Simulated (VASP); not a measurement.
# Hf in VASP: notebook

Runs on Hf. Level: r2SCAN. Tasks: single point.

All numbers are computed with VASP 6.6.1; they aren't measurements. Logs are shortened: lines on timing, memory, paths and dates and some standing lists are left out, and cuts for length are marked.

### Step 1. The cell of the first run

The typed cell holds 1 atom: a = 3.080 Å, b = 3.080 Å, c = 3.174 Å, α = 119.00°, β = 119.00°, γ = 90.00°.

### Step 2. Single point, r2SCAN

Contents of POSCAR:

```
Hf
1.0
    3.0803620512     -0.0000001260      0.0008811462
   -0.0000001260      3.0803620512      0.0008811462
   -1.5395185331     -1.5395185331      2.3095961722
Hf
1
Direct
    0.0000000000      0.0000000000      0.0000000000
```

Contents of INCAR.step1:

```
SYSTEM = Hf
PREC = Accurate ; ENCUT = 520
ISMEAR = 0 ; SIGMA = 0.1
LREAL = .FALSE. ; LASPH = .TRUE.
NELM = 80 ; NBANDS = 11
ISYM = 0 ; GGA = PE
ALGO = Normal ; EDIFF = 1E-4
LWAVE = .TRUE. ; LCHARG = .FALSE.
```

Contents of INCAR.step2:

```
SYSTEM = Hf
PREC = Accurate ; ENCUT = 520
EDIFF = 1E-6 ; ISMEAR = 0
SIGMA = 0.1 ; LREAL = .FALSE.
LASPH = .TRUE. ; NELM = 80
ALGO = Normal ; ISIF = 2
LWAVE = .FALSE. ; LCHARG = .FALSE.
METAGGA = R2SCAN ; LMIXTAU = .TRUE.
NBANDS = 11 ; ISYM = 0
ISTART = 1
```

Contents of KPOINTS:

```
Automatic mesh
0
G
  11 11 15
  0 0 0
```

Potentials or basis: VASP PAW PBE potentials, release 64 (Hf_pv).

Run with:

```bash
$ cat potpaw_PBE.64/Hf_pv/POTCAR > POTCAR
$ cp INCAR.step1 INCAR
$ mpirun -np 1 vasp_std > vasp.out
$ cp INCAR.step2 INCAR
$ mpirun -np 1 vasp_std > vasp.out
```

OUTCAR:

```text
SYSTEM = Hf
   PREC = Accurate
   ENCUT = 520
   EDIFF = 1E-6
   ISMEAR = 0
   LREAL = .FALSE.
   LASPH = .TRUE.
   NELM = 80
   ISIF = 2
   METAGGA = R2SCAN
   ISYM = 0
   ISTART = 1

 ion  position               nearest neighbor table
   1  0.000  0.000  0.000-

IMPORTANT INFORMATION: All symmetrisations will be switched off!
NOSYMM: (Re-)initialisation of all symmetry stuff for point group C_1.

----------------------------------------------------------------------------------------

                                     Primitive cell

  volume of cell :      21.9233

  direct lattice vectors                    reciprocal lattice vectors
     3.080362051 -0.000000126  0.000881146     0.324575287 -0.000061864  0.216312460
    -0.000000126  3.080362051  0.000881146    -0.000061864  0.324575287  0.216312460
    -1.539518533 -1.539518533  2.309596172    -0.000123807 -0.000123807  0.432811072

  length of vectors
     3.080362177  3.080362177  3.174030420     0.390051537  0.390051537  0.432811107

  position of ions in fractional coordinates (direct lattice)
     0.000000000  0.000000000  0.000000000

  ion indices of the primitive-cell ions
   primitive index   ion index
                 1           1

----------------------------------------------------------------------------------------

 KPOINTS: Automatic mesh

Automatic generation of k-mesh.
 Grid dimensions read from file:
 generate k-points for:   11   11   15

 Generating k-lattice:

  Cartesian coordinates                     Fractional coordinates (reciprocal lattice)
     0.029506844 -0.000005624  0.019664769     0.090909091 -0.000000000  0.000000000
    -0.000005624  0.029506844  0.019664769    -0.000000000  0.090909091  0.000000000
    -0.000008254 -0.000008254  0.028854071     0.000000000  0.000000000  0.066666667

  Length of vectors
     0.035459231  0.035459231  0.028854074

  Shift w.r.t. Gamma in fractional coordinates (k-lattice)
     0.000000000  0.000000000  0.000000000

 Subroutine IBZKPT returns following result:
 ===========================================

 Found    908 irreducible k-points:

 Following reciprocal coordinates:
            Coordinates               Weight
  0.000000  0.000000  0.000000      1.000000
  0.090909 -0.000000  0.000000      2.000000
  0.000000 -0.090909 -0.000000      2.000000
  0.181818 -0.000000  0.000000      2.000000
  0.000000 -0.181818 -0.000000      2.000000
  0.272727 -0.000000  0.000000      2.000000
[... 16 lines left out ...]
 -0.363636  0.090909 -0.000000      2.000000
 -0.090909  0.363636  0.000000      2.000000
 [... further k-points ...]
   k-points           NKPTS =    908   k-points in BZ     NKDIM =    908   number of bands    NBANDS=     11
   number of dos      NEDOS =    301   number of ions     NIONS =      1
   total plane-waves  NPLWV =  13824
   dimension x,y,z NGX =    24 NGY =   24 NGZ =   24
   dimension x,y,z NGXF=    48 NGYF=   48 NGZF=   48
   ions per type =               1
   NGX,Y,Z   is equivalent  to a cutoff of  12.95, 12.95, 12.57 a.u.
   NGXF,Y,Z  is equivalent  to a cutoff of  25.91, 25.91, 25.14 a.u.
 SYSTEM =  Hf
   PREC   = accura    normal or accurate (medium, high low for compatibility)
   ISTART =      1    job   : 0-new  1-cont  2-samecut
   ICHARG =      0    charge: 1-file 2-atom 10-const
   ISPIN  =      1    spin polarized calculation?
   LNONCOLLINEAR =      F non collinear calculations
   LSORBIT =      F    spin-orbit coupling
   LASPH  =      T    aspherical Exc in radial PAW
   ENCUT  =  520.0 eV  38.22 Ry    6.18 a.u.   5.73  5.73  5.90*2*pi/ulx,y,z
   NELM   =     80;   NELMIN=  2; NELMDL=  0     # of ELM steps
   EDIFF  = 0.1E-05   stopping-criterion for ELM
   LREAL  =      F    real-space projection
   EDIFFG = 0.1E-04   stopping-criterion for IOM
   NSW    =      0    number of steps for IOM
   IBRION =     -1    ionic relax: 0-MD 1-quasi-New 2-CG
   NFREE  =      0    steps in history (QN), initial steepest desc. (CG)
   ISIF   =      2    stress and relaxation
   ISYM   =      0    0-nonsym 1-usesym 2-fastsym
   POTIM  = 0.5000    time-step for ionic-motion
   TEBEG  =    0.0;   TEEND  =   0.0 temperature during run
   PSTRESS=    0.0 pullay stress
   NELECT =      10.0000    total number of electrons
   NUPDOWN=      -1.0000    fix difference up-down
   EMIN   =  10.00;   EMAX   =-10.00  energy-range for DOS
   EFERMI =   0.00;   METHOD = LEGACY
   ISMEAR =     0;   SIGMA  =   0.10  broadening in eV -4-tet -1-fermi 0-gaus
   EFERMI_NEDOS =   21; number of points for ismear=-14 and -15
   IALGO  =     38    algorithm
   IMIX   =      4    mixing-type and parameters
     AMIX     =   0.40;   BMIX     =  1.00
     AMIX_MAG =   1.60;   BMIX_MAG =  1.00
  volume/ion in A,a.u.               =      21.92       147.95
  Fermi-wavevector in a.u.,A,eV,Ry     =   1.260201  2.381434 21.607497  1.588106
  Thomas-Fermi vector in A             =   2.393722
   LORBIT       =      0    0 simple, 1 ext, 2 COOP (PROOUT), +10 PAW based schemes
   METAGGA = R2SCAN    functional components
   LHFCALC =     F    Hartree Fock is set to
   AEXX    =    0.0000 exact exchange contribution
   IVDW    =     0    specifies the selected vdW correction
   LEPSILON=     F    determine dielectric tensor
   LRPA    =     F    only Hartree local field effects (RPA)
 non-spin polarized calculation
 Gauss-broadening in eV      SIGMA  =   0.10
  energy-cutoff  :      520.00
  volume of cell :       21.92
 maximum number of plane-waves:       612
   NGX = 11   NGY = 11   NGZ = 11

 number of electron       9.9999999 magnetization

 Free energy of the ion-electron system (eV)
  ---------------------------------------------------
  ext. energy  EPLUGINS =         0.00000000
  ---------------------------------------------------
  free energy    TOTEN  =       -45.05650928 eV

  energy without entropy =      -45.04852520  energy(sigma->0) =      -45.05251724

 E-fermi :   4.7449     XC(G=0): -12.2741

 val. band max:        4.7448651628   @ k =  -0.2727   0.0909   0.2000
 cond. band min:       4.7462261415   @ k =  -0.0909  -0.2727  -0.2000
 fundamental gap:      0.0013609786
 Fermi energy:         4.7448807276

 k-point     1 :       0.0000    0.0000    0.0000
  band No.  band energies     occupation
      1     -26.2983      2.00000
      2     -26.2934      2.00000
      3     -26.2903      2.00000
      4      -2.8731      2.00000
      5       5.9080      0.00000
      6       6.6259      0.00000
      7       6.6259      0.00000
      8       8.8516      0.00000
      9       9.9302      0.00000
     10      16.7071      0.00000
     11      16.8059      0.00000

 k-point     2 :       0.0909   -0.0000    0.0000
  band No.  band energies     occupation
      1     -26.3708      2.00000
      2     -26.3082      2.00000
      3     -26.2982      2.00000
      4      -2.5684      2.00000
      5       5.8630      0.00000
      6       6.4747      0.00000
      7       6.7718      0.00000
      8       8.7468      0.00000
      9       9.7310      0.00000
     10      16.8058      0.00000
     11      17.3822      0.00000

 k-point     3 :       0.0000   -0.0909   -0.0000
  band No.  band energies     occupation
      1     -26.3708      2.00000
      2     -26.3082      2.00000
      3     -26.2982      2.00000
      4      -2.5684      2.00000
      5       5.8630      0.00000
      6       6.4747      0.00000
      7       6.7718      0.00000
      8       8.7468      0.00000
      9       9.7310      0.00000
     10      16.8058      0.00000
     11      17.3822      0.00000

 k-point     4 :       0.1818   -0.0000    0.0000
  band No.  band energies     occupation
      1     -26.5719      2.00000
      2     -26.3407      2.00000
      3     -26.3158      2.00000
      4      -1.7250      2.00000
      5       5.3499      0.00000
      6       6.4815      0.00000
      7       7.0702      0.00000
      8       8.7576      0.00000
      9       9.4231      0.00000
     10      16.8057      0.00000
     11      17.8854      0.00000

 k-point     5 :       0.0000   -0.1818   -0.0000
  band No.  band energies     occupation
      1     -26.5719      2.00000
      2     -26.3407      2.00000
      3     -26.3158      2.00000
      4      -1.7250      2.00000
      5       5.3499      0.00000
      6       6.4815      0.00000
      7       7.0702      0.00000
      8       8.7576      0.00000
      9       9.4231      0.00000
     10      16.8057      0.00000
     11      17.8854      0.00000
[... 211 lines left out ...]
 k-point    21 :      -0.4545    0.0909    0.0000
  band No.  band energies     occupation
      1     -27.1381      2.00000
      2     -26.4603      2.00000
      3     -26.4110      2.00000
      4       1.0966      2.00000
      5       4.6772      1.66172
      6       5.9054      0.00000
      7       6.5379      0.00000
      8      11.0143      0.00000
      9      11.6366      0.00000
     10      15.2184      0.00000
     11      16.8064      0.00000

 k-point    22 :      -0.0909    0.4545   -0.0000
  band No.  band energies     occupation
      1     -27.1381      2.00000
      2     -26.4603      2.00000
      3     -26.4110      2.00000
      4       1.0966      2.00000
      5       4.6772      1.66172
      6       5.9054      0.00000
      7       6.5379      0.00000
      8      11.0143      0.00000
      9      11.6366      0.00000
     10      15.2184      0.00000
     11      16.8064      0.00000

 k-point    23 :      -0.3636    0.0909   -0.0000
  band No.  band energies     occupation
      1     -26.9869      2.00000
      2     -26.4342      2.00000
      3     -26.3883      2.00000
      4       0.4234      2.00000
      5       4.4767      1.99985
      6       6.1811      0.00000
      7       6.7516      0.00000
      8       9.7989      0.00000
      9      10.8393      0.00000
     10      16.2572      0.00000
     11      16.8068      0.00000

 k-point    24 :      -0.0909    0.3636    0.0000
  band No.  band energies     occupation
      1     -26.9869      2.00000
      2     -26.4342      2.00000
      3     -26.3883      2.00000
      4       0.4234      2.00000
      5       4.4767      1.99985
      6       6.1811      0.00000
      7       6.7516      0.00000
      8       9.7989      0.00000
      9      10.8393      0.00000
     10      16.2572      0.00000
     11      16.8068      0.00000

 [... further k-points ...]

------------------------ aborting loop because EDIFF is reached ----------------------------------------

  FORCE on cell =-STRESS in cart. coord.  units (eV):
  Direction    XX          YY          ZZ          XY          YZ          ZX
  --------------------------------------------------------------------------------------
  -------------------------------------------------------------------------------------
  Total        0.4393836      0.4393836     -0.0632805      0.0324297     -0.0003074     -0.0003073
  in kB       32.1106637     32.1106598     -4.6246157      2.3699976     -0.0224615     -0.0224590
  external PRESSURE =      19.8655693 kB  Pullay stress =       0.0000000 kB

 VOLUME and BASIS-vectors are now :
 -----------------------------------------------------------------------------
  energy-cutoff  :      520.00
  volume of cell :       21.92
      direct lattice vectors                 reciprocal lattice vectors
     3.080362051 -0.000000126  0.000881146     0.324575287 -0.000061864  0.216312460
    -0.000000126  3.080362051  0.000881146    -0.000061864  0.324575287  0.216312460
    -1.539518533 -1.539518533  2.309596172    -0.000123807 -0.000123807  0.432811072

 POSITION                                       TOTAL-FORCE (eV/Angst)
 -----------------------------------------------------------------------------------
      0.00000      0.00000      0.00000         0.000000      0.000000     -0.000000
 -----------------------------------------------------------------------------------
    total drift:                                0.000000      0.000000     -0.000000

  FREE ENERGIE OF THE ION-ELECTRON SYSTEM (eV)
  ---------------------------------------------------
  free  energy   TOTEN  =       -45.0565092794 eV

  energy  without entropy=      -45.0485251982  energy(sigma->0) =      -45.05251724
```

Wall time 9.8 min (1 thread of Intel Xeon 8259CL, shared host); peak memory 0.33 GiB.

What came out:

- Free energy: -45.0565 eV
- Pressure: 2.0 GPa
- Band gap on the k mesh: zero (bands 5 and 6 overlap by 1.87 eV)

Levels at points of the mesh, in eV from the Fermi level:
```tsv
k point	band 3	band 4	band 5	band 6	band 7	band 8
(0.00, 0.00, 0.00)	-31.04	-7.62	1.16	1.88	1.88	4.11
```

Caveat: the PAW data sets were made with another functional, which shifts forces and pressure a little; spin-orbit coupling is left out, which moves the levels of the heavy elements.

(Continued in part 2 of 2.)
